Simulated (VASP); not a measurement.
Here is a VASP 6.6.1 calculation.

INCAR

```
ALGO = Normal ; EDIFF = 1E-6
ENCUT = 520 ; GGA = PS
ISIF = 2 ; ISMEAR = 0
LASPH = T ; LCHARG = F
LREAL = F ; LWAVE = F
NBANDS = 11 ; NELM = 80
PREC = Accurate ; SIGMA = 0.01
```

KPOINTS

```
k-points
0
Gamma
  8 8 8
```

POSCAR

```
BeTe
1.0
    2.8167897153      2.8167897153      0.0000000000
   -2.8167897153      2.8167897153      0.0000000000
    0.0000000000      2.8167897153      2.7943675086
Be Te
1 1
Direct
    0.0000000000      0.0000000000      0.0000000000
    0.7500000000      0.2500000000      0.5000000000
```

Potentials or basis: VASP PAW PBE potentials, release 64 (Be, Te).

Command:

```sh
$ cat potpaw_PBE.64/Be/POTCAR potpaw_PBE.64/Te/POTCAR > POTCAR
$ mpirun -np 1 vasp_std > vasp.out
```

(1) What does it give for the band gap on the k mesh?

(2) Estimate the pressure.

## Answers

(1) 1.77 eV, indirect (least direct gap 3.56 eV).

(2) -0.2 GPa.

Caveat: the cell differs from its parent crystal (in-plane strain +0.005); the PAW data sets were made with another functional, which shifts forces and pressure a little; spin-orbit coupling is left out, which moves the levels of the heavy elements.
